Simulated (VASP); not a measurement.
SiO2, 12 atoms in the cell. It takes space group I4/mmm (No. 139, tetragonal). The conventional cell has a = 8.944 Å, b = 8.944 Å, c = 5.224 Å, α = 90.00°, β = 90.00°, γ = 90.00°. Si (site symmetry m2m) has 4 O at 1.60 to 1.61 Å within 2.1 Å. Within 2.1 Å of O (site symmetry m2m) lie 2 Si at 1.61 Å. Within 2.1 Å of O (site symmetry 2/m) lie 2 Si at 1.60 Å. 

| Item | Value |
| --- | --- |
| Program | VASP 6.6.1 |
| Task | relaxation of cell and atoms |
| Functional | LDA |
| Potentials or basis | VASP PAW LDA potentials, release 64 (Si, O) |
| Cutoff | 600 eV |
| k mesh | 6 × 6 × 6 |
| Occupations | fermi-dirac, width 0.05 eV |
| Spin | no spin polarisation |
| Dipole correction | no |
| Further INCAR settings | ALGO = Normal; EDIFF = 1e-07; IBRION = 2; EDIFFG = -0.01; NSW = 60; ISIF = 3 |

Potentials or basis: VASP PAW LDA potentials, release 64 (Si, O).

Command:

```console
$ cat potpaw_LDA.64/Si/POTCAR potpaw_LDA.64/O/POTCAR > POTCAR
$ mpirun -np 1 vasp_std > vasp.out
```

Hardware: 1 thread of AMD EPYC 7R13 Processor (Zen 3), with other jobs on the host.

Problem. Estimate the wall time of this run.

Solution. Run time: 22 min on 1 thread of AMD EPYC 7R13 Processor (Zen 3), with other jobs on the host, peak memory 0.43 GiB. Counts: scf iterations 64, k points 30, ion steps 8.
